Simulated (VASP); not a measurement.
Write the native input for VASP 6.6.1 that does the following.

```yaml
Task: relaxation of the atoms
Functional: PBE
Potentials_or_basis: VASP PAW PBE potentials, release 64 (Pt, H)
Cutoff: 450 eV
k_mesh: 12 × 12 × 1
Occupations: gaussian, width 0.1 eV
Spin: no spin polarisation
Dipole_correction: yes
Atoms_held_fixed_from_0: "[0, 1]"
Further_INCAR_settings: ALGO = Normal; EDIFF = 1e-07; NELMDL = -8; IBRION = 2; EDIFFG = -0.025; NSW = 50
Atoms_held_along_some_axes_from_0: atom 3 along a and b
```

The structure of HPt3 lies in POSCAR:

```
HPt3
1.0
    2.8071640675      0.0000000000      0.0000000000
   -1.4035820338      2.4310753951      0.0000000000
    0.0000000000      0.0000000000     20.1192652917
Pt H
3 1
Selective dynamics
Direct
    0.6666666667      0.3333333333      0.1988144170  F F F
    0.3333333333      0.6666666667      0.3136149989  F F F
    0.0000000000      0.0000000000      0.4284085510  T T T
    0.0000000000      0.0000000000      0.5119106062  F F T
```

These files were run (other wordings do the same):

INCAR

```
PREC = Accurate
ENCUT = 450
EDIFF = 1E-7
ISMEAR = 0
SIGMA = 0.1
LREAL = F
LASPH = T
NELM = 120
ALGO = Normal
ISIF = 2
LWAVE = F
LCHARG = F
LDIPOL = T
IDIPOL = 3
DIPOL = 0.5 0.5 0.363
GGA = PE
IBRION = 2
NSW = 50
EDIFFG = -0.025
GGA_COMPAT = F
NELMIN = 4
NELMDL = -8
```

KPOINTS

```
regular mesh
0
Gamma
  12 12 1
```

Potentials or basis: VASP PAW PBE potentials, release 64 (Pt, H).

Run with:

```console
$ cat potpaw_PBE.64/Pt/POTCAR potpaw_PBE.64/H/POTCAR > POTCAR
$ mpirun -np 1 vasp_std > vasp.out
```

Results of the run:

```yaml
Energy_gained_by_relaxing: 28.4 meV/atom
Ionic_steps: 9
Band_gap_on_the_k_mesh: zero (an odd number of electrons rules out a gap without spin polarisation)
```

Caveat: spin-orbit coupling is left out, which moves the levels of the heavy elements.

It took 6.2 min on 1 thread of Intel(R) Xeon(R) Platinum 8259CL CPU @ 2.50GHz (Skylake/Cascade Lake) (shared host), peak memory 0.25 GiB.
